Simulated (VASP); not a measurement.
# Mg: single point with PBE

Mg:

```xyz
1
Lattice="-1.9281 1.9281 1.5863 1.9281 -1.9281 1.5863 1.9281 1.9281 -1.5863" Properties=species:S:1:pos:R:3 pbc="T T T"
Mg    0.0000    0.0000    0.0000
```

```json
{"Program": "VASP 6.6.1", "Task": "single point", "Functional": "PBE", "Potentials or basis": "VASP PAW PBE potentials, release 64 (Mg)", "Cutoff": "520 eV", "k mesh": "20 × 20 × 20", "Occupations": "gaussian, width 0.15 eV", "Spin": "no spin polarisation", "Dipole correction": "no", "Further INCAR settings": "ALGO = Normal; EDIFF = 1e-06; NBANDS = 7"}
```

The pressure is -0.5 GPa and the band gap on the k mesh is zero (bands 1 and 2 overlap by 4.34 eV).

Stress tensor (GPa, compression positive):
```
-1.20  0.00  0.00
 0.00 -1.20  0.00
 0.00  0.00  0.86
```

Levels at points of the mesh, in eV from the Fermi level:
```csv
k point,band 1,band 2,band 3,band 4,band 5,band 6
"(0.00, 0.00, 0.00)",-6.81,10.52,12.54,12.54,12.77,14.67
"(0.50, 0.00, 0.00)",-1.06,-0.30,7.64,8.36,9.00,10.83
"(0.50, 0.50, 0.00)",-1.92,-1.78,11.26,11.75,12.25,12.91
"(0.50, 0.50, 0.50)",2.43,2.43,3.18,3.60,7.22,8.90
```

It took 41 s on 1 thread of AMD EPYC 7R13 (shared host), peak memory 0.2 GiB.
